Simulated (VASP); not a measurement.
# Au (Fm-3m) in VASP: further runs

Runs on Au. Level: r2SCAN. Tasks: single point.

All numbers are computed with VASP 6.6.1; they aren't measurements. Logs are shortened: lines on timing, memory, paths and dates and some standing lists are left out, and cuts for length are marked.

## (1) The cell of the first run

It takes space group Fm-3m (No. 225, cubic). The conventional cell has a = 4.097 Å, b = 4.097 Å, c = 4.097 Å, α = 90.00°, β = 90.00°, γ = 90.00°. Within 3.8 Å of Au (site symmetry m-3m) lie 12 Au at 2.90 Å.

## (2) Single point, r2SCAN

File POSCAR:

```
Au
1.0
    0.0000000000      2.0484772140      2.0484772140
    2.0484772140      0.0000000000      2.0484772140
    2.0484772140      2.0484772140      0.0000000000
Au
1
Direct
    0.0000000000      0.0000000000      0.0000000000
```

File INCAR.step1:

```
SYSTEM = Au
  PREC = Accurate
  ENCUT = 550
  ISMEAR = -1
  SIGMA = 0.1
  LREAL = .False.
  LASPH = .True.
  NELM = 120
  NBANDS = 12
  GGA = PE
  ALGO = Normal
  EDIFF = 1E-5
  LWAVE = .True.
  LCHARG = .False.
  GGA_COMPAT = .False.
```

File INCAR.step2:

```
SYSTEM = Au
  PREC = Accurate
  ENCUT = 550
  EDIFF = 1E-6
  ISMEAR = -1
  SIGMA = 0.1
  LREAL = .False.
  LASPH = .True.
  NELM = 120
  ALGO = Normal
  ISIF = 2
  LWAVE = .False.
  LCHARG = .True.
  METAGGA = R2SCAN
  LMIXTAU = .True.
  LELF = .True.
  LVHAR = .True.
  NBANDS = 12
  ISTART = 1
  GGA_COMPAT = .False.
```

File KPOINTS:

```
Automatic mesh
0
Gamma
  10 10 10
  0 0 0
```

Potentials or basis: VASP PAW PBE potentials, release 64 (Au).

The run is started by

```console
> cat potpaw_PBE.64/Au/POTCAR > POTCAR
> cp INCAR.step1 INCAR
> mpirun -np 1 vasp_std > vasp.out
> cp INCAR.step2 INCAR
> mpirun -np 1 vasp_std > vasp.out
```

OUTCAR:

```text
SYSTEM = Au
   PREC = Accurate
   ENCUT = 550
   EDIFF = 1E-6
   ISMEAR = -1
   LREAL = .False.
   LASPH = .True.
   NELM = 120
   ISIF = 2
   METAGGA = R2SCAN
   ISTART = 1

 ion  position               nearest neighbor table
   1  0.000  0.000  0.000-

  LATTYP: Found a face centered cubic cell.
 ALAT       =     4.0969544280

  Lattice vectors:

 A1 = (   0.0000000000,   2.0484772140,   2.0484772140)
 A2 = (   2.0484772140,   0.0000000000,   2.0484772140)
 A3 = (   2.0484772140,   2.0484772140,   0.0000000000)

Analysis of symmetry for initial positions (statically):
=====================================================================
 Subroutine PRICEL returns:
 Original cell was already a primitive cell.

 Routine SETGRP: Setting up the symmetry group for a
 face centered cubic supercell.

 Subroutine GETGRP returns: Found 48 space group operations
 (whereof 48 operations were pure point group operations)
 out of a pool of 48 trial point group operations.

The static configuration has the point symmetry O_h .

Analysis of symmetry for dynamics (positions and initial velocities):
=====================================================================
 Subroutine PRICEL returns:
 Original cell was already a primitive cell.

 Routine SETGRP: Setting up the symmetry group for a
 face centered cubic supercell.

 Subroutine GETGRP returns: Found 48 space group operations
 (whereof 48 operations were pure point group operations)
 out of a pool of 48 trial point group operations.

The dynamic configuration has the point symmetry O_h .

 Subroutine INISYM returns: Found 48 space group operations
 (whereof 48 operations are pure point group operations),
 and found     1 'primitive' translations

----------------------------------------------------------------------------------------

                                     Primitive cell

  volume of cell :      17.1919

  direct lattice vectors                    reciprocal lattice vectors
     0.000000000  2.048477214  2.048477214    -0.244083750  0.244083750  0.244083750
     2.048477214  0.000000000  2.048477214     0.244083750 -0.244083750  0.244083750
     2.048477214  2.048477214  0.000000000     0.244083750  0.244083750 -0.244083750

  length of vectors
     2.896984258  2.896984258  2.896984258     0.422765456  0.422765456  0.422765456

  position of ions in fractional coordinates (direct lattice)
     0.000000000  0.000000000  0.000000000

  ion indices of the primitive-cell ions
   primitive index   ion index
                 1           1

----------------------------------------------------------------------------------------

 KPOINTS: Automatic mesh

Automatic generation of k-mesh.
 Grid dimensions read from file:
 generate k-points for:   10   10   10

 Generating k-lattice:

  Cartesian coordinates                     Fractional coordinates (reciprocal lattice)
    -0.024408375  0.024408375  0.024408375     0.100000000  0.000000000  0.000000000
     0.024408375 -0.024408375  0.024408375     0.000000000  0.100000000  0.000000000
     0.024408375  0.024408375 -0.024408375     0.000000000  0.000000000  0.100000000

  Length of vectors
     0.042276546  0.042276546  0.042276546

  Shift w.r.t. Gamma in fractional coordinates (k-lattice)
     0.000000000  0.000000000  0.000000000

 Subroutine IBZKPT returns following result:
 ===========================================

 Found     47 irreducible k-points:

 Following reciprocal coordinates:
            Coordinates               Weight
  0.000000  0.000000  0.000000      1.000000
  0.100000  0.000000  0.000000      8.000000
  0.200000  0.000000  0.000000      8.000000
  0.300000  0.000000  0.000000      8.000000
  0.400000  0.000000  0.000000      8.000000
  0.500000  0.000000  0.000000      4.000000
[... 16 lines left out ...]
  0.300000  0.300000  0.000000      6.000000
  0.400000  0.300000  0.000000     24.000000
 [... further k-points ...]
   k-points           NKPTS =     47   k-points in BZ     NKDIM =     47   number of bands    NBANDS=     12
   number of dos      NEDOS =    301   number of ions     NIONS =      1
   total plane-waves  NPLWV =  13824
   dimension x,y,z NGX =    24 NGY =   24 NGZ =   24
   dimension x,y,z NGXF=    48 NGYF=   48 NGZF=   48
   ions per type =               1
   NGX,Y,Z   is equivalent  to a cutoff of  13.77, 13.77, 13.77 a.u.
   NGXF,Y,Z  is equivalent  to a cutoff of  27.55, 27.55, 27.55 a.u.
 SYSTEM =  Au
   PREC   = accura    normal or accurate (medium, high low for compatibility)
   ISTART =      1    job   : 0-new  1-cont  2-samecut
   ICHARG =      0    charge: 1-file 2-atom 10-const
   ISPIN  =      1    spin polarized calculation?
   LNONCOLLINEAR =      F non collinear calculations
   LSORBIT =      F    spin-orbit coupling
   LASPH  =      T    aspherical Exc in radial PAW
   ENCUT  =  550.0 eV  40.42 Ry    6.36 a.u.   5.54  5.54  5.54*2*pi/ulx,y,z
   NELM   =    120;   NELMIN=  2; NELMDL=  0     # of ELM steps
   EDIFF  = 0.1E-05   stopping-criterion for ELM
   LREAL  =      F    real-space projection
   EDIFFG = 0.1E-04   stopping-criterion for IOM
   NSW    =      0    number of steps for IOM
   IBRION =     -1    ionic relax: 0-MD 1-quasi-New 2-CG
   NFREE  =      0    steps in history (QN), initial steepest desc. (CG)
   ISIF   =      2    stress and relaxation
   ISYM   =      2    0-nonsym 1-usesym 2-fastsym
   POTIM  = 0.5000    time-step for ionic-motion
   TEBEG  =    0.0;   TEEND  =   0.0 temperature during run
   PSTRESS=    0.0 pullay stress
   NELECT =      11.0000    total number of electrons
   NUPDOWN=      -1.0000    fix difference up-down
   EMIN   =  10.00;   EMAX   =-10.00  energy-range for DOS
   EFERMI =   0.00;   METHOD = LEGACY
   ISMEAR =    -1;   SIGMA  =   0.10  broadening in eV -4-tet -1-fermi 0-gaus
   EFERMI_NEDOS =   21; number of points for ismear=-14 and -15
   IALGO  =     38    algorithm
   IMIX   =      4    mixing-type and parameters
     AMIX     =   0.40;   BMIX     =  1.00
     AMIX_MAG =   1.60;   BMIX_MAG =  1.00
  volume/ion in A,a.u.               =      17.19       116.02
  Fermi-wavevector in a.u.,A,eV,Ry     =   1.410689  2.665816 27.076182  1.990043
  Thomas-Fermi vector in A             =   2.532617
   LORBIT       =      0    0 simple, 1 ext, 2 COOP (PROOUT), +10 PAW based schemes
   METAGGA = R2SCAN    functional components
   LHFCALC =     F    Hartree Fock is set to
   AEXX    =    0.0000 exact exchange contribution
   IVDW    =     0    specifies the selected vdW correction
   LEPSILON=     F    determine dielectric tensor
   LRPA    =     F    only Hartree local field effects (RPA)
 non-spin polarized calculation
  energy-cutoff  :      550.00
  volume of cell :       17.19
 maximum number of plane-waves:       531
 NGX is ok and might be reduce to    24
   NGX = 11   NGY = 11   NGZ = 11

 number of electron      11.0000000 magnetization

 Free energy of the ion-electron system (eV)
  ---------------------------------------------------
  ext. energy  EPLUGINS =         0.00000000
  ---------------------------------------------------
  free energy    TOTEN  =       -50.57685118 eV

  energy without entropy =      -50.56161119  energy(sigma->0) =      -50.56923118

 E-fermi :   9.1631     XC(G=0): -13.5646

 val. band max:        9.0061741213   @ k =   0.5000   0.2000   0.1000
 cond. band min:       9.2509423802   @ k =   0.5000   0.3000   0.1000
 fundamental gap:      0.2447682589
 Fermi energy:         9.1630972691

 k-point     1 :       0.0000    0.0000    0.0000
  band No.  band energies     occupation
      1      -0.8146      2.00000
      2       4.2829      2.00000
      3       4.2829      2.00000
      4       4.2829      2.00000
      5       5.7932      2.00000
      6       5.7932      2.00000
      7      24.5166      0.00000
      8      28.5549      0.00000
      9      28.5549      0.00000
     10      28.5549      0.00000
     11      33.8034      0.00000
     12      38.1670      0.00000

 k-point     2 :       0.1000    0.0000    0.0000
  band No.  band energies     occupation
      1      -0.4599      2.00000
      2       4.1796      2.00000
      3       4.3976      2.00000
      4       4.3976      2.00000
      5       5.7484      2.00000
      6       5.7484      2.00000
      7      24.8677      0.00000
      8      26.6292      0.00000
      9      28.9515      0.00000
     10      28.9515      0.00000
     11      34.2380      0.00000
     12      36.4890      0.00000

 k-point     3 :       0.2000    0.0000    0.0000
  band No.  band energies     occupation
      1       0.4801      2.00000
      2       4.0639      2.00000
      3       4.5697      2.00000
      4       4.5697      2.00000
      5       5.7978      2.00000
      6       5.7978      2.00000
      7      22.8287      0.00000
      8      25.7289      0.00000
      9      29.8024      0.00000
     10      29.8024      0.00000
     11      31.9830      0.00000
     12      33.9229      0.00000

 k-point     4 :       0.3000    0.0000    0.0000
  band No.  band energies     occupation
      1       1.4099      2.00000
      2       4.4918      2.00000
      3       4.4918      2.00000
      4       4.6569      2.00000
      5       6.2342      2.00000
      6       6.2342      2.00000
      7      18.7686      0.00000
      8      25.2079      0.00000
      9      29.3133      0.00000
     10      29.3133      0.00000
     11      32.6081      0.00000
     12      33.2795      0.00000

 k-point     5 :       0.4000    0.0000    0.0000
  band No.  band energies     occupation
      1       1.6658      2.00000
      2       4.3148      2.00000
      3       4.3148      2.00000
      4       6.6136      2.00000
      5       6.7827      2.00000
      6       6.7827      2.00000
      7      14.7591      0.00000
      8      24.3370      0.00000
      9      27.7135      0.00000
     10      27.7135      0.00000
     11      34.4017      0.00000
     12      34.4017      0.00000
[... 228 lines left out ...]
      1       2.6727      2.00000
      2       3.9289      2.00000
      3       4.3893      2.00000
      4       5.0013      2.00000
      5       6.0305      2.00000
      6       8.8336      1.92853
      7      16.8683      0.00000
      8      21.1031      0.00000
      9      26.2559      0.00000
     10      28.0646      0.00000
     11      32.2104      0.00000
     12      35.6876      0.00000

 k-point    22 :      -0.2000    0.2000    0.0000
  band No.  band energies     occupation
      1       2.1881      2.00000
      2       3.6656      2.00000
      3       4.4049      2.00000
      4       5.1615      2.00000
      5       5.3318      2.00000
      6       7.4629      2.00000
      7      20.1870      0.00000
      8      22.1873      0.00000
      9      27.2378      0.00000
     10      29.8953      0.00000
     11      30.8609      0.00000
     12      35.6273      0.00000

 k-point    23 :       0.3000    0.3000    0.0000
  band No.  band energies     occupation
      1       2.1090      2.00000
      2       2.8413      2.00000
      3       5.4680      2.00000
      4       6.0141      2.00000
      5       6.0141      2.00000
      6       6.5357      2.00000
      7      23.0662      0.00000
      8      23.0662      0.00000
      9      23.6238      0.00000
     10      26.3617      0.00000
     11      28.0513      0.00000
     12      37.4454      0.00000

 k-point    24 :       0.4000    0.3000    0.0000
  band No.  band energies     occupation
      1       2.3242      2.00000
      2       2.7119      2.00000
      3       5.4715      2.00000
      4       6.1120      2.00000
      5       6.9465      2.00000
      6       7.6942      2.00000
      7      19.3807      0.00000
      8      21.7941      0.00000
      9      22.0557      0.00000
     10      27.2796      0.00000
     11      29.4887      0.00000
     12      37.5453      0.00000

 [... further k-points ...]

------------------------ aborting loop because EDIFF is reached ----------------------------------------

  FORCE on cell =-STRESS in cart. coord.  units (eV):
  Direction    XX          YY          ZZ          XY          YZ          ZX
  --------------------------------------------------------------------------------------
  -------------------------------------------------------------------------------------
  Total        0.4418652      0.4418652      0.4418652      0.0000000     -0.0000000     -0.0000000
  in kB       41.1791079     41.1791079     41.1791079      0.0000000     -0.0000000     -0.0000000
  external PRESSURE =      41.1791079 kB  Pullay stress =       0.0000000 kB

 VOLUME and BASIS-vectors are now :
 -----------------------------------------------------------------------------
  energy-cutoff  :      550.00
  volume of cell :       17.19
      direct lattice vectors                 reciprocal lattice vectors
     0.000000000  2.048477214  2.048477214    -0.244083750  0.244083750  0.244083750
     2.048477214  0.000000000  2.048477214     0.244083750 -0.244083750  0.244083750
     2.048477214  2.048477214  0.000000000     0.244083750  0.244083750 -0.244083750

 POSITION                                       TOTAL-FORCE (eV/Angst)
 -----------------------------------------------------------------------------------
      0.00000      0.00000      0.00000         0.000000     -0.000000     -0.000000
 -----------------------------------------------------------------------------------
    total drift:                               -0.000000     -0.000000     -0.000000

  FREE ENERGIE OF THE ION-ELECTRON SYSTEM (eV)
  ---------------------------------------------------
  free  energy   TOTEN  =       -50.5768511774 eV

  energy  without entropy=      -50.5616111876  energy(sigma->0) =      -50.56923118
```

Wall time 15 s (1 thread of Intel Xeon 6975P-C (Granite Rapids), shared host); peak memory 0.15 GiB.

Results:

| Item | Value |
| --- | --- |
| Free energy | -50.5769 eV |
| Pressure | 4.1 GPa |

Levels at points of the mesh, in eV from the Fermi level:
```tsv
k point	band 4	band 5	band 6	band 7	band 8	band 9
(0.00, 0.00, 0.00)	-4.88	-3.37	-3.37	15.35	19.39	19.39
(0.50, 0.00, 0.00)	-2.14	-2.14	-0.74	3.15	14.83	17.88
(0.50, 0.50, 0.00)	-1.80	-1.80	1.23	5.96	10.52	10.52
```

Caveat: the PAW data sets were made with another functional, which shifts forces and pressure a little; spin-orbit coupling is left out, which moves the levels of the heavy elements.

## (3) Single point, r2SCAN

This run uses another cell than the first one, of 17.53 Å³/atom, 1.020 times its volume.

File POSCAR:

```
Au
1.0
    0.0000000000      2.0617793868      2.0617793868
    2.0617793868      0.0000000000      2.0617793868
    2.0617793868      2.0617793868      0.0000000000
Au
1
Direct
    0.0000000000      0.0000000000      0.0000000000
```

File INCAR.step1:

```
SYSTEM = Au
ALGO = Normal
EDIFF = 1E-5
ENCUT = 550
GGA = PE
GGA_COMPAT = .False.
ISMEAR = -1
LASPH = .True.
LCHARG = .False.
LREAL = .False.
LWAVE = .True.
NBANDS = 12
NELM = 120
PREC = Accurate
SIGMA = 0.1
```

File INCAR.step2:

```
SYSTEM = Au
ALGO = Normal
EDIFF = 1E-6
ENCUT = 550
GGA_COMPAT = .False.
ISIF = 2
ISMEAR = -1
ISTART = 1
LASPH = .True.
LCHARG = .False.
LMIXTAU = .True.
LREAL = .False.
LWAVE = .False.
METAGGA = R2SCAN
NBANDS = 12
NELM = 120
PREC = Accurate
SIGMA = 0.1
```

File KPOINTS:

```
k-points
0
Gamma
  10 10 10
  0 0 0
```

Potentials or basis: VASP PAW PBE potentials, release 64 (Au).

The run is started by

```console
> cat potpaw_PBE.64/Au/POTCAR > POTCAR
> cp INCAR.step1 INCAR
> mpirun -np 1 vasp_std > vasp.out
> cp INCAR.step2 INCAR
> mpirun -np 1 vasp_std > vasp.out
```

It took 14 s on 1 thread of Intel Xeon 6975P-C (Granite Rapids), shared host; peak memory 0.15 GiB.

The run converged. Its results:

- Free energy: -50.5822 eV
- Pressure: 0.9 GPa

Levels at points of the mesh, in eV from the Fermi level:
```csv
k point,band 4,band 5,band 6,band 7,band 8,band 9
"(0.00, 0.00, 0.00)",-4.77,-3.31,-3.31,15.38,19.30,19.30
"(0.50, 0.00, 0.00)",-2.12,-2.12,-0.64,3.05,14.86,17.72
"(0.50, 0.50, 0.00)",-1.80,-1.80,1.30,5.80,10.46,10.46
```

Caveat: the PAW data sets were made with another functional, which shifts forces and pressure a little; spin-orbit coupling is left out, which moves the levels of the heavy elements.

## (4) Single point, r2SCAN

This run uses another cell than the first one, of 17.87 Å³/atom, 1.039 times its volume.

File POSCAR:

```
Au
1.0
    0.0000000000      2.0749120936      2.0749120936
    2.0749120936      0.0000000000      2.0749120936
    2.0749120936      2.0749120936      0.0000000000
Au
1
Direct
    0.0000000000      0.0000000000      0.0000000000
```

File INCAR.step1:

```
SYSTEM = Au
PREC = Accurate
ENCUT = 550
ISMEAR = -1
SIGMA = 0.1
LREAL = .FALSE.
LASPH = .TRUE.
NELM = 120
NBANDS = 12
GGA = PE
ALGO = Normal
EDIFF = 1E-5
LWAVE = .TRUE.
LCHARG = .FALSE.
GGA_COMPAT = .FALSE.
```

File INCAR.step2:

```
SYSTEM = Au
PREC = Accurate
ENCUT = 550
EDIFF = 1E-6
ISMEAR = -1
SIGMA = 0.1
LREAL = .FALSE.
LASPH = .TRUE.
NELM = 120
ALGO = Normal
ISIF = 2
LWAVE = .FALSE.
LCHARG = .TRUE.
METAGGA = R2SCAN
LMIXTAU = .TRUE.
LELF = .TRUE.
LVHAR = .TRUE.
NBANDS = 12
ISTART = 1
GGA_COMPAT = .FALSE.
```

File KPOINTS:

```
regular mesh
0
G
  10 10 10
  0 0 0
```

The run is started by

```console
> cat potpaw_PBE.64/Au/POTCAR > POTCAR
> cp INCAR.step1 INCAR
> mpirun -np 1 vasp_std > vasp.out
> cp INCAR.step2 INCAR
> mpirun -np 1 vasp_std > vasp.out
```

Wall time 15 s (1 thread of Intel Xeon 6975P-C (Granite Rapids), shared host); peak memory 0.15 GiB.

It converged, with:

| Quantity | Value |
| --- | --- |
| Free energy | -50.5811 eV |
| Pressure | -2.0 GPa |

Levels at points of the mesh, in eV from the Fermi level:
```csv
k point,band 3,band 4,band 5,band 6,band 7,band 8,band 9,band 10
"(0.00, 0.00, 0.00)",-4.66,-4.66,-3.25,-3.25,15.41,19.20,19.20,19.20
"(0.50, 0.00, 0.00)",-4.70,-2.10,-2.10,-0.54,2.95,14.88,17.57,17.57
"(0.50, 0.50, 0.00)",-2.16,-1.79,-1.79,1.36,5.65,10.41,10.41,17.56
```

Caveat: the PAW data sets were made with another functional, which shifts forces and pressure a little; spin-orbit coupling is left out, which moves the levels of the heavy elements.

## (5) The runs side by side

| cell | gap on the mesh (eV) | pressure (GPa) |
| --- | --- | --- |
| a = 2.897 Å, angles 60.0°, 1 atom | none | 4.1 |
| a = 2.916 Å, angles 60.0°, 1 atom | none | 0.9 |
| a = 2.934 Å, angles 60.0°, 1 atom | none | -2.0 |

Alike in all rows: task single point; level r2SCAN; potentials or basis VASP PAW PBE potentials, release 64 (Au); no spin polarisation; k mesh 10 × 10 × 10; cutoff (eV) 550; smearing fermi-dirac 0.1 eV.

Caveats: the PAW data sets were made with another functional, which shifts forces and pressure a little; spin-orbit coupling is left out, which moves the levels of the heavy elements.

Absolute energies hang on the potentials; compare differences alone.
